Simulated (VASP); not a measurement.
# Bi3O (Fm-3m) in VASP: a series of runs, part 2 of 2

VASP 6.6.1. Earlier steps stand in the parts before.

## Step 4: Relaxation of cell and atoms, PBE

Input file INCAR:

```
ALGO     = Normal         # electronic algorithm
EDIFF    = 1E-6           # SCF threshold, eV
EDIFFG   = -0.01          # ionic threshold
ENCUT    = 600            # plane-wave cutoff, eV
GGA      = PE             # functional
IBRION   = 2              # ionic algorithm
ISIF     = 3              # what is computed and relaxed
ISMEAR   = 0              # smearing method
LASPH    = True           # aspherical terms in the spheres
LCHARG   = False          # write CHGCAR
LREAL    = False          # projectors in reciprocal space
LWAVE    = False          # write WAVECAR
NELM     = 80             # most SCF steps
NSW      = 100            # ionic steps
PREC     = Accurate       # precision mode
SIGMA    = 0.1            # smearing width, eV
```

Input file KPOINTS:

```
k-points
0
Gamma
  12 12 12
```

Input file POSCAR:

```
Bi3O
1.0
    0.0000000000      3.6979769800      3.6979769800
    3.6979769800      0.0000000000      3.6979769800
    3.6979769800      3.6979769800      0.0000000000
Bi O
3 1
Direct
    0.0000000000      0.0000000000      0.0000000000
    0.2500000000      0.2500000000      0.2500000000
    0.7500000000      0.7500000000      0.7500000000
    0.5000000000      0.5000000000      0.5000000000
```

Potentials or basis: VASP PAW PBE potentials, release 64 (Bi_d, O).

On the command line:

```bash
$ cat potpaw_PBE.64/Bi_d/POTCAR potpaw_PBE.64/O/POTCAR > POTCAR
$ mpirun -np 1 vasp_std > vasp.out
```

OUTCAR:

```text
EDIFF = 1E-6
   EDIFFG = -0.01
   ENCUT = 600
   GGA = PE
   IBRION = 2
   ISIF = 3
   ISMEAR = 0
   LASPH = True
   LREAL = False
   NELM = 80
   NSW = 100
   PREC = Accurate

 ion  position               nearest neighbor table
   1  0.000  0.000  0.000-   3 3.20   3 3.20   3 3.20   2 3.20   3 3.20   2 3.20   2 3.20   2 3.20

   2  0.250  0.250  0.250-   1 3.20   1 3.20   1 3.20   1 3.20   3 3.70   3 3.70   3 3.70   3 3.70
                             3 3.70   3 3.70
   3  0.750  0.750  0.750-   1 3.20   1 3.20   1 3.20   1 3.20   2 3.70   2 3.70   2 3.70   2 3.70
                             2 3.70   2 3.70
   4  0.500  0.500  0.500-

  LATTYP: Found a face centered cubic cell.
 ALAT       =     7.3959539600

  Lattice vectors:

 A1 = (   0.0000000000,   3.6979769800,   3.6979769800)
 A2 = (   3.6979769800,   0.0000000000,   3.6979769800)
 A3 = (   3.6979769800,   3.6979769800,   0.0000000000)

Analysis of symmetry for initial positions (statically):
=====================================================================
 Subroutine PRICEL returns:
 Original cell was already a primitive cell.

 Routine SETGRP: Setting up the symmetry group for a
 face centered cubic supercell.

[... 179 lines left out ...]
  -------------------------------------------------------------------------------------
  Total       -0.6821278     -0.6821278     -0.6821278      0.0000000     -0.0000000      0.0000000
  in kB      -10.8057211    -10.8057211    -10.8057211      0.0000000     -0.0000000      0.0000000
  external PRESSURE =     -10.8057211 kB  Pullay stress =       0.0000000 kB
[... 63 lines left out ...]
--------------------------------------- Ionic step        3  -------------------------------------------

 number of electron      51.0000004 magnetization

 Free energy of the ion-electron system (eV)
  ---------------------------------------------------
  ext. energy  EPLUGINS =         0.00000000
  ---------------------------------------------------
  free energy    TOTEN  =       -15.70428835 eV

  energy without entropy =      -15.69442366  energy(sigma->0) =      -15.69935600

 E-fermi :   7.5352     XC(G=0): -10.4374

 val. band max:        7.5272312024   @ k =   0.2500   0.1667   0.0833
 cond. band min:       7.5544491256   @ k =   0.5000   0.3333   0.0833
 fundamental gap:      0.0272179233
 Fermi energy:         7.5352210169

 k-point     1 :       0.0000    0.0000    0.0000
  band No.  band energies     occupation
      1     -15.9172      2.00000
      2     -15.9172      2.00000
      3     -15.8511      2.00000
      4     -15.8511      2.00000
      5     -15.8511      2.00000
      6     -15.8510      2.00000
[... 781 lines left out ...]
     29      10.7388      0.00000
     30      11.0427      0.00000

 [... further k-points ...]

------------------------ aborting loop because EDIFF is reached ----------------------------------------

  FORCE on cell =-STRESS in cart. coord.  units (eV):
  Direction    XX          YY          ZZ          XY          YZ          ZX
  --------------------------------------------------------------------------------------
  -------------------------------------------------------------------------------------
  Total       -0.0028708     -0.0028708     -0.0028708     -0.0000000      0.0000000     -0.0000000
  in kB       -0.0462755     -0.0462755     -0.0462755     -0.0000000      0.0000000     -0.0000000
  external PRESSURE =      -0.0462755 kB  Pullay stress =       0.0000000 kB
[... 19 lines left out ...]
  FREE ENERGIE OF THE ION-ELECTRON SYSTEM (eV)
  ---------------------------------------------------
  free  energy   TOTEN  =       -15.7042883464 eV

  energy  without entropy=      -15.6944236632  energy(sigma->0) =      -15.69935600

 reached required accuracy - stopping structural energy minimisation
```

OSZICAR:

```text
N       E                     dE             d eps       ncg     rms          rms(c)
DAV:   1     0.626847480983E+03    0.62685E+03   -0.28771E+04  4320   0.229E+03
DAV:   2     0.607555513570E+02   -0.56609E+03   -0.55707E+03  4350   0.593E+02
DAV:   3    -0.153789481125E+02   -0.76134E+02   -0.74320E+02  5470   0.217E+02
[... 33 lines left out ...]
DAV:   3    -0.157080832800E+02    0.10796E-01   -0.68804E-02  5428   0.132E+00    0.457E-01
DAV:   4    -0.157042394639E+02    0.38438E-02   -0.16644E-02  5052   0.133E+00    0.559E-02
DAV:   5    -0.157042948418E+02   -0.55378E-04   -0.97522E-04  4614   0.174E-01    0.259E-02
DAV:   6    -0.157042906138E+02    0.42281E-05   -0.87043E-05  4762   0.517E-02    0.116E-02
DAV:   7    -0.157042879246E+02    0.26892E-05   -0.32866E-05  5096   0.453E-02    0.550E-03
DAV:   8    -0.157042883464E+02   -0.42177E-06   -0.32946E-06  3524   0.105E-02
   3 F= -.15704288E+02 E0= -.15699356E+02  d E =-.598153E-02
```

Wall time 23 min (1 thread of Intel Xeon 8259CL, shared host); peak memory 0.42 GiB.

Results:

| Quantity | Value |
| --- | --- |
| Free energy | -15.7043 eV |
| Relaxed volume | 24.85 Å³/atom |
| Relaxed cell | a = 5.199 Å, b = 5.199 Å, c = 5.199 Å, α = 60.00°, β = 60.00°, γ = 60.00° |
| Space group after relaxing (to 0.1 Å) | Fm-3m (No. 225) |
| Energy gained by relaxing | 1.5 meV/atom |
| Ionic steps | 3 |
| Pressure after relaxing | 0.0 GPa |
| Band gap on the k mesh | zero (an odd number of electrons rules out a gap without spin polarisation) |

The path:
| step | energy change (eV) | largest force (eV/Å) | pressure (GPa) | volume (Å³) |
| --- | --- | --- | --- | --- |
| 1 | 0.0000 | 0.0000 | -1.08 | 101.14 |
| 2 | -0.0049 | 0.0000 | 0.48 | 98.66 |
| 3 | -0.0060 | 0.0000 | 0.00 | 99.39 |

Final structure:
```
Bi O
1.0
     0.00000    3.67658    3.67658
     3.67658    0.00000    3.67658
     3.67658    3.67658    0.00000
Bi O
3 1
Direct
  0.00000 0.00000 0.00000
  0.25000 0.25000 0.25000
  0.75000 0.75000 0.75000
  0.50000 0.50000 0.50000
```

Caveat: spin-orbit coupling is left out, which moves the levels of the heavy elements.

## Step 5: The runs side by side

```tsv
task	cell	k mesh	cutoff (eV)	gap on the mesh (eV)	pressure (GPa)
single point	a = 5.230 Å, angles 60.0°, 4 atoms	4 × 4 × 4	520	none	-1.5
single point	a = 5.201 Å, angles 60.0°, 4 atoms	12 × 12 × 12	520	none	-0.1
relaxation of cell and atoms	relaxed from a = 5.230 Å, angles 60.0°, 4 atoms	12 × 12 × 12	600	none	0.0
```

Alike in all rows: level PBE; potentials or basis VASP PAW PBE potentials, release 64 (Bi_d, O); no spin polarisation; smearing gaussian 0.1 eV.

Caveats: some runs use coarse meshes; spin-orbit coupling is left out, which moves the levels of the heavy elements.

Total energies depend on the potentials used, so only differences within one code and one set of settings carry meaning.

The gap in the log of VASP goes by the Fermi energy; the results here count the filled bands.